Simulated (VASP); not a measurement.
# MgTlF4 (P6/mmm) in VASP: a series of runs

The runs below take MgTlF4 through relaxation of cell and atoms, single point, with PBE.

Program: VASP 6.6.1. These are calculated values, not measurements. Logs are shortened: lines on timing, memory, paths and dates and some standing lists are left out, and cuts for length are marked.

## 1. The cell of the first run

Symmetry: P6/mmm, No. 191, hexagonal system. The conventional cell has a = 3.836 Å, b = 3.836 Å, c = 6.600 Å, α = 90.00°, β = 90.00°, γ = 120.00°. Mg (site symmetry 6/mmm) has 12 F at 2.54 Å and 2 Tl at 3.30 Å within 3.4 Å. Tl (site symmetry 6/mmm) has 12 F at 3.02 Å and 2 Mg at 3.30 Å and 6 Tl at 3.84 Å within 4.0 Å. Within 2.9 Å of F (site symmetry 3m) lie 4 F at 2.21 to 2.50 Å and 3 Mg at 2.54 Å.

## 2. Relaxation of cell and atoms, PBE

File INCAR:

```
SYSTEM = MgTlF4
PREC     = Accurate       ! precision mode
ENCUT    = 600            ! plane-wave cutoff, eV
EDIFF    = 1E-6           ! SCF threshold, eV
ISMEAR   = 0              ! smearing method
SIGMA    = 0.1            ! smearing width, eV
LREAL    = .False.        ! projectors in reciprocal space
LASPH    = .True.         ! aspherical terms in the spheres
NELM     = 100            ! most SCF steps
ALGO     = Normal         ! electronic algorithm
ISIF     = 3              ! what is computed and relaxed
LWAVE    = .False.        ! write WAVECAR
LCHARG   = .False.        ! write CHGCAR
GGA      = PE             ! functional
IBRION   = 2              ! ionic algorithm
NSW      = 90             ! ionic steps
EDIFFG   = -0.04          ! ionic threshold
```

File KPOINTS:

```
Automatic mesh
0
Gamma
  6 6 4
  0 0 0
```

File POSCAR:

```
MgTlF4
1.0
    3.8360803020      0.0000000000      0.0000000000
   -1.9180401510      3.3221429925      0.0000000000
    0.0000000000      0.0000000000      6.5995890556
Mg Tl F
1 1 4
Direct
    0.0000000000      0.0000000000      0.0000000000
    0.0000000000      0.0000000000      0.5000000000
    0.3333333333      0.6666666667      0.1894061498
    0.3333333333      0.6666666667      0.8105938502
    0.6666666667      0.3333333333      0.1894061498
    0.6666666667      0.3333333333      0.8105938502
```

Potentials or basis: VASP PAW PBE potentials, release 64 (Mg, Tl_d, F).

Launch:

```sh
> cat potpaw_PBE.64/Mg/POTCAR potpaw_PBE.64/Tl_d/POTCAR potpaw_PBE.64/F/POTCAR > POTCAR
> mpirun -np 1 vasp_std > vasp.out
```

OUTCAR:

```text
SYSTEM = MgTlF4
   PREC = Accurate
   ENCUT = 600
   EDIFF = 1E-6
   ISMEAR = 0
   LREAL = .False.
   LASPH = .True.
   NELM = 100
   ISIF = 3
   GGA = PE
   IBRION = 2
   NSW = 90
   EDIFFG = -0.04

 ion  position               nearest neighbor table
   1  0.000  0.000  0.000-   3 2.54   4 2.54   5 2.54   6 2.54   5 2.54   6 2.54   3 2.54   4 2.54
                             5 2.54   6 2.54   3 2.54   4 2.54   2 3.30   2 3.30
   2  0.000  0.000  0.500-   3 3.02   4 3.02   5 3.02   6 3.02   5 3.02   6 3.02   3 3.02   4 3.02
                             5 3.02   6 3.02   3 3.02   4 3.02   1 3.30   1 3.30
   3  0.333  0.667  0.189-   1 2.54   1 2.54   1 2.54   2 3.02   2 3.02   2 3.02
   4  0.333  0.667  0.811-   1 2.54   1 2.54   1 2.54   2 3.02   2 3.02   2 3.02
   5  0.667  0.333  0.189-   1 2.54   1 2.54   1 2.54   2 3.02   2 3.02   2 3.02
   6  0.667  0.333  0.811-   1 2.54   1 2.54   1 2.54   2 3.02   2 3.02   2 3.02

  LATTYP: Found a hexagonal cell.
 ALAT       =     3.8360803020
 C/A-ratio  =     1.7203990887

  Lattice vectors:

 A1 = (   3.8360803020,   0.0000000000,   0.0000000000)
 A2 = (  -1.9180401510,   3.3221429925,   0.0000000000)
 A3 = (   0.0000000000,   0.0000000000,   6.5995890556)

Analysis of symmetry for initial positions (statically):
=====================================================================
 Subroutine PRICEL returns:
 Original cell was already a primitive cell.

 Routine SETGRP: Setting up the symmetry group for a
 hexagonal supercell.

 Subroutine GETGRP returns: Found 24 space group operations
 (whereof 24 operations were pure point group operations)
 out of a pool of 24 trial point group operations.

The static configuration has the point symmetry D_6h.

Analysis of symmetry for dynamics (positions and initial velocities):
=====================================================================
 Subroutine PRICEL returns:
 Original cell was already a primitive cell.

 Routine SETGRP: Setting up the symmetry group for a
 hexagonal supercell.

 Subroutine GETGRP returns: Found 24 space group operations
 (whereof 24 operations were pure point group operations)
 out of a pool of 24 trial point group operations.

The dynamic configuration has the point symmetry D_6h.

 Subroutine INISYM returns: Found 24 space group operations
 (whereof 24 operations are pure point group operations),
 and found     1 'primitive' translations

----------------------------------------------------------------------------------------

                                     Primitive cell

  volume of cell :      84.1052

  direct lattice vectors                    reciprocal lattice vectors
     3.836080302  0.000000000  0.000000000     0.260682760  0.150505262  0.000000000
    -1.918040151  3.322142992  0.000000000     0.000000000  0.301010523  0.000000000
     0.000000000  0.000000000  6.599589056     0.000000000  0.000000000  0.151524586

  length of vectors
     3.836080302  3.836080302  6.599589056     0.301010523  0.301010523  0.151524586

  position of ions in fractional coordinates (direct lattice)
     0.000000000  0.000000000  0.000000000
     0.000000000  0.000000000  0.500000000
     0.333333333  0.666666667  0.189406150
     0.333333333  0.666666667  0.810593850
     0.666666667  0.333333333  0.189406150
     0.666666667  0.333333333  0.810593850

  ion indices of the primitive-cell ions
   primitive index   ion index
                 1           1
                 2           2
                 3           3
                 4           4
                 5           5
                 6           6

----------------------------------------------------------------------------------------
[... 78 lines left out ...]
   NUPDOWN=      -1.0000    fix difference up-down
   EMIN   =  10.00;   EMAX   =-10.00  energy-range for DOS
   EFERMI =   0.00;   METHOD = LEGACY
   ISMEAR =     0;   SIGMA  =   0.10  broadening in eV -4-tet -1-fermi 0-gaus
   EFERMI_NEDOS =   21; number of points for ismear=-14 and -15
   IALGO  =     38    algorithm
   IMIX   =      4    mixing-type and parameters
     AMIX     =   0.40;   BMIX     =  1.00
     AMIX_MAG =   1.60;   BMIX_MAG =  1.00
  volume/ion in A,a.u.               =      14.02        94.59
  Fermi-wavevector in a.u.,A,eV,Ry     =   1.309051  2.473748 23.315153  1.713615
  Thomas-Fermi vector in A             =   2.439676
   LORBIT       =      0    0 simple, 1 ext, 2 COOP (PROOUT), +10 PAW based schemes
   GGA     = PE    functional components
   LHFCALC =     F    Hartree Fock is set to
   AEXX    =    0.0000 exact exchange contribution
   IVDW    =     0    specifies the selected vdW correction
   LEPSILON=     F    determine dielectric tensor
   LRPA    =     F    only Hartree local field effects (RPA)
 conjugate gradient relaxation of ions
 non-spin polarized calculation
 Gauss-broadening in eV      SIGMA  =   0.10
  energy-cutoff  :      600.00
  volume of cell :       84.11
 maximum number of plane-waves:      2853
 NGX is ok and might be reduce to    32
   NGX = 15   NGY = 15   NGZ = 27

--------------------------------------- Ionic step        1  -------------------------------------------

 number of electron      43.0000034 magnetization

 Free energy of the ion-electron system (eV)
  ---------------------------------------------------
  ext. energy  EPLUGINS =         0.00000000
  ---------------------------------------------------
  free energy    TOTEN  =       -21.00450562 eV

  energy without entropy =      -20.97582378  energy(sigma->0) =      -20.99016470

------------------------ aborting loop because EDIFF is reached ----------------------------------------

  FORCE on cell =-STRESS in cart. coord.  units (eV):
  Direction    XX          YY          ZZ          XY          YZ          ZX
  --------------------------------------------------------------------------------------
  -------------------------------------------------------------------------------------
  Total       -0.2230012     -0.2230012     -0.2884590      0.0000000      0.0000000      0.0000000
  in kB       -4.2481010     -4.2481010     -5.4950515      0.0000000      0.0000000      0.0000000
  external PRESSURE =      -4.6637511 kB  Pullay stress =       0.0000000 kB

 VOLUME and BASIS-vectors are now :
 -----------------------------------------------------------------------------
  energy-cutoff  :      600.00
  volume of cell :       84.11
      direct lattice vectors                 reciprocal lattice vectors
     3.836080302  0.000000000  0.000000000     0.260682760  0.150505262  0.000000000
    -1.918040151  3.322142992  0.000000000     0.000000000  0.301010523  0.000000000
     0.000000000  0.000000000  6.599589056     0.000000000  0.000000000  0.151524586

 POSITION                                       TOTAL-FORCE (eV/Angst)
 -----------------------------------------------------------------------------------
      0.00000      0.00000      0.00000        -0.000000      0.000000     -0.000000
      0.00000      0.00000      3.29979        -0.000000      0.000000     -0.000000
     -0.00000      2.21476      1.25000        -0.000000      0.000000     -0.011064
     -0.00000      2.21476      5.34959         0.000000      0.000000      0.011064
      1.91804      1.10738      1.25000        -0.000000     -0.000000     -0.011064
      1.91804      1.10738      5.34959        -0.000000      0.000000      0.011064
 -----------------------------------------------------------------------------------
    total drift:                               -0.000000      0.000000      0.000000

  FREE ENERGIE OF THE ION-ELECTRON SYSTEM (eV)
  ---------------------------------------------------
  free  energy   TOTEN  =       -21.0045056229 eV

  energy  without entropy=      -20.9758237770  energy(sigma->0) =      -20.99016470

--------------------------------------- Ionic step        2  -------------------------------------------

 number of electron      43.0000035 magnetization

 Free energy of the ion-electron system (eV)
  ---------------------------------------------------
  ext. energy  EPLUGINS =         0.00000000
  ---------------------------------------------------
  free energy    TOTEN  =       -21.00546414 eV

  energy without entropy =      -20.97717393  energy(sigma->0) =      -20.99131904

 E-fermi :   1.2973     XC(G=0):  -9.8647

 val. band max:        1.2799858352   @ k =   0.5000   0.0000   0.5000
 cond. band min:       1.3817097652   @ k =   0.3333   0.1667   0.5000
 fundamental gap:      0.1017239301
 Fermi energy:         1.2972740485

 k-point     1 :       0.0000    0.0000    0.0000
  band No.  band energies     occupation
      1     -20.3303      2.00000
      2     -19.9643      2.00000
      3     -18.4346      2.00000
      4     -18.2033      2.00000
      5      -7.9160      2.00000
      6      -7.8382      2.00000
[... 577 lines left out ...]
     24       6.1858      0.00000
     25       6.6053      0.00000

------------------------ aborting loop because EDIFF is reached ----------------------------------------

  FORCE on cell =-STRESS in cart. coord.  units (eV):
  Direction    XX          YY          ZZ          XY          YZ          ZX
  --------------------------------------------------------------------------------------
  -------------------------------------------------------------------------------------
  Total       -0.0419931     -0.0419931     -0.1053995     -0.0000000      0.0000000      0.0000000
  in kB       -0.8046971     -0.8046971     -2.0197313     -0.0000000      0.0000000      0.0000000
  external PRESSURE =      -1.2097085 kB  Pullay stress =       0.0000000 kB

 VOLUME and BASIS-vectors are now :
 -----------------------------------------------------------------------------
  energy-cutoff  :      600.00
  volume of cell :       83.61
      direct lattice vectors                 reciprocal lattice vectors
     3.829202102  0.000000000  0.000000000     0.261151011  0.150775606 -0.000000000
    -1.914601051  3.316186297  0.000000000     0.000000000  0.301551213 -0.000000000
     0.000000000  0.000000000  6.584282378     0.000000000 -0.000000000  0.151876840

 POSITION                                       TOTAL-FORCE (eV/Angst)
 -----------------------------------------------------------------------------------
      3.82920      0.00000      6.58428         0.000000     -0.000000     -0.000000
      3.82920      0.00000      3.29214         0.000000     -0.000000     -0.000000
     -0.00000      2.21079      1.24657         0.000000     -0.000000     -0.001560
     -0.00000      2.21079      5.33771         0.000000     -0.000000      0.001560
      1.91460      1.10540      1.24657        -0.000000      0.000000     -0.001560
      1.91460      1.10540      5.33771        -0.000000      0.000000      0.001560
 -----------------------------------------------------------------------------------
    total drift:                               -0.000000      0.000000      0.000000

  FREE ENERGIE OF THE ION-ELECTRON SYSTEM (eV)
  ---------------------------------------------------
  free  energy   TOTEN  =       -21.0054641445 eV

  energy  without entropy=      -20.9771739316  energy(sigma->0) =      -20.99131904

 reached required accuracy - stopping structural energy minimisation
```

Run time: 49 s. Hardware: 1 thread of AMD EPYC 7R13 (Zen 3), shared host; peak memory 0.24 GiB.

Results:

```
Free energy                            : -21.0055 eV
Relaxed volume                         : 13.93 Å³/atom
Relaxed cell                           : a = 3.829 Å, b = 3.829 Å, c = 6.584 Å, α = 90.00°, β = 90.00°, γ = 120.00°
Space group after relaxing (to 0.05 Å) : P6/mmm (No. 191)
Energy gained by relaxing              : 0.2 meV/atom
Ionic steps                            : 2
Pressure after relaxing                : -0.1 GPa
```

Stress tensor (GPa, compression positive):
```
-0.08  0.00  0.00
 0.00 -0.08  0.00
 0.00  0.00 -0.20
```

The path:
```
step  energy change (eV)  largest force (eV/Å)  pressure (GPa)  volume (Å³)
   1              0.0000                0.0111           -0.47        84.11
   2             -0.0010                0.0016           -0.12        83.61
```

Final structure:
```cif
data_structure
_symmetry_space_group_name_H-M 'P 1'
_symmetry_Int_Tables_number 1
_cell_length_a 3.8292
_cell_length_b 3.8292
_cell_length_c 6.5843
_cell_angle_alpha 90.000
_cell_angle_beta 90.000
_cell_angle_gamma 120.000
_cell_volume 83.61
loop_
_atom_site_label
_atom_site_type_symbol
_atom_site_fract_x
_atom_site_fract_y
_atom_site_fract_z
_atom_site_occupancy
Mg1 Mg 0.00000 0.00000 0.00000 1
Tl1 Tl 0.00000 0.00000 0.50000 1
F1 F 0.33333 0.66667 0.18933 1
F2 F 0.33333 0.66667 0.81067 1
F3 F 0.66667 0.33333 0.18933 1
F4 F 0.66667 0.33333 0.81067 1
```

Levels at points of the mesh, in eV from the Fermi level:
| k point | band 18 | band 19 | band 20 | band 21 | band 22 | band 23 | band 24 | band 25 |
| --- | --- | --- | --- | --- | --- | --- | --- | --- |
| (0.00, 0.00, 0.00) | -1.03 | -1.03 | -0.67 | -0.67 | -0.54 | 4.64 | 5.53 | 9.62 |
| (0.50, 0.00, 0.00) | -1.03 | -0.98 | -0.89 | -0.19 | -0.02 | 3.52 | 5.97 | 6.69 |
| (0.00, 0.00, 0.50) | -0.95 | -0.75 | -0.75 | -0.66 | -0.61 | 3.00 | 8.94 | 8.97 |
| (0.50, 0.00, 0.50) | -1.13 | -0.91 | -0.49 | -0.19 | -0.02 | 3.85 | 5.36 | 7.66 |

Caveat: spin-orbit coupling is left out, which moves the levels of the heavy elements; an odd number of electrons without spin polarisation forces a metal; a magnetic or distorted state may lie lower.

## 3. Single point, PBE

This run uses another cell than the first one, of 13.05 Å³/atom, 0.931 times its volume.

File INCAR:

```
SYSTEM = MgTlF4
PREC = Accurate
ENCUT = 520
EDIFF = 1E-6
ISMEAR = 0
SIGMA = 0.1
LREAL = .FALSE.
LASPH = .TRUE.
NELM = 80
ALGO = Normal
ISIF = 2
LWAVE = .FALSE.
LCHARG = .TRUE.
GGA = PE
LELF = .TRUE.
LVHAR = .TRUE.
NBANDS = 30
```

File KPOINTS:

```
Automatic mesh
0
G
  6 6 2
  0 0 0
```

File POSCAR:

```
MgTlF4
1.0
    3.4723357800      0.0000000000      0.0000000000
   -1.7361678900      3.0071310000      0.0000000000
    0.0000000000      0.0000000000      7.5002452900
Mg Tl F
1 1 4
Direct
    0.0000000000      0.0000000000      0.0000000000
    0.0000000000      0.0000000000      0.5000000000
    0.3333333300      0.6666666700      0.2500000000
    0.3333333300      0.6666666700      0.7500000000
    0.6666666700      0.3333333300      0.2500000000
    0.6666666700      0.3333333300      0.7500000000
```

Potentials or basis: VASP PAW PBE potentials, release 64 (Mg, Tl_d, F).

Launch:

```sh
> cat potpaw_PBE.64/Mg/POTCAR potpaw_PBE.64/Tl_d/POTCAR potpaw_PBE.64/F/POTCAR > POTCAR
> mpirun -np 1 vasp_std > vasp.out
```

Wall time 20 s (1 thread of Intel Xeon Platinum 8488C (Sapphire Rapids), shared host); peak memory 0.21 GiB.

Results (log left out):

- Free energy: -16.5633 eV
- Pressure: 15.7 GPa
- Largest force: 2.133 eV/Å

Forces on the atoms (eV/Å):
```
Mg   0.000  0.000  0.000
Tl   0.000  0.000  0.000
F    0.000  0.000 -2.133
F    0.000  0.000  2.133
F    0.000  0.000 -2.133
F    0.000  0.000  2.133
```

Stress tensor (GPa, compression positive):
```
 33.22   0.00   0.00
  0.00  33.22   0.00
  0.00   0.00 -19.23
```

Levels at points of the mesh, in eV from the Fermi level:
```
           k point  band 18  band 19  band 20  band 21  band 22  band 23  band 24  band 25  band 26  band 27
(0.00, 0.00, 0.00)    -2.03    -1.28    -1.28    -1.09    -1.09     1.13     4.81    10.11    10.13    11.63
(0.50, 0.00, 0.00)    -1.53    -1.34    -0.35    -0.15    -0.14     2.43     2.81     4.55     7.21     8.15
(0.00, 0.00, 0.50)    -1.99    -1.25    -1.25    -1.11    -1.11    -0.17     6.66     7.28    11.63    11.63
(0.50, 0.00, 0.50)    -1.45    -1.37    -0.32    -0.15    -0.13     2.81     3.47     3.48     7.76     8.27
```

Caveat: the k points lie up to 0.42 Å⁻¹ apart; spin-orbit coupling is left out, which moves the levels of the heavy elements; an odd number of electrons without spin polarisation forces a metal; a magnetic or distorted state may lie lower.
